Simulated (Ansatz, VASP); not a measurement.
## Two plane-wave programs on CdSe

```
CELL_PARAMETERS angstrom
4.30000 0.00000 0.00000
-2.15000 3.72391 0.00000
0.00000 0.00000 7.02000
ATOMIC_POSITIONS crystal
Cd 0.33333 0.66667 0.00000
Cd 0.66667 0.33333 0.50000
Se 0.33333 0.66667 0.38500
Se 0.66667 0.33333 0.88500
```

Alike in both runs: task relaxation of cell and atoms; functional PBE; k mesh 9 × 9 × 4; occupations gaussian, width 0.02 eV; no spin polarisation.

|  | VASP | Ansatz |
| --- | --- | --- |
| version | VASP 6.6.1 | Ansatz 0.2.0 |
| potentials or method | VASP PAW PBE potentials, release 64 (Cd, Se), cutoff 600 eV | scalar-relativistic, plane waves, PAW |
| valence electrons in the cell | 36 | 72 |

VASP gave:

| Quantity | Value |
| --- | --- |
| gap on the k mesh at the Fermi level, each at its own relaxed structure (eV) | 0.53 |
| relaxed volume (Å³/atom) | 29.89 |
| relaxed length of the cell vector where the two differ most in proportion (Å) | 4.390 |

Problem. What did Ansatz give for the same quantities?

Solution. gap on the k mesh at the Fermi level, each at its own relaxed structure (eV): 0.54; relaxed volume (Å³/atom): 29.76; relaxed length of the cell vector where the two differ most in proportion (Å): 4.383.

VASP's potentials hold 36 valence electrons a cell and Ansatz's 72, so a difference there can come from the potentials and not from the codes.
